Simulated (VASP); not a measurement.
LiF, 2 atoms in the cell. The structure is tetragonal, space group I4/mmm (No. 139). Conventional cell: a = 2.848 Å, b = 2.848 Å, c = 4.088 Å, α = 90.00°, β = 90.00°, γ = 90.00°. Within 2.7 Å of Li (site symmetry 4/mmm) lie 6 F at 2.01 to 2.04 Å. F (site symmetry 4/mmm) has 6 Li at 2.01 to 2.04 Å within 2.7 Å.  This cell differs from its parent crystal: strain +0.0150 x Voigt [0, 1, 0, 0, 0, 0].

```yaml
Program: VASP 6.6.1
Task: single point
Functional: PBE
Potentials_or_basis: VASP PAW PBE potentials, release 64 (Li_sv, F)
Cutoff: 520 eV
k_mesh: 10 × 10 × 10
Occupations: gaussian, width 0.05 eV
Spin: no spin polarisation
Dipole_correction: no
Further_INCAR_settings: ALGO = Normal; EDIFF = 1e-06; NBANDS = 12
```

Potentials or basis: VASP PAW PBE potentials, release 64 (Li_sv, F).

Run with:

```sh
$ cat potpaw_PBE.64/Li_sv/POTCAR potpaw_PBE.64/F/POTCAR > POTCAR
$ mpirun -np 1 vasp_std > vasp.out
```

Hardware: 1 thread of AMD EPYC 7R13 Processor (Zen 3) (shared host).

How long does it take, and how much memory?

Run time: 24 s on 1 thread of AMD EPYC 7R13 Processor (Zen 3), on a shared host, peak memory 0.11 GiB. Counts: scf iterations 12, k points 102.
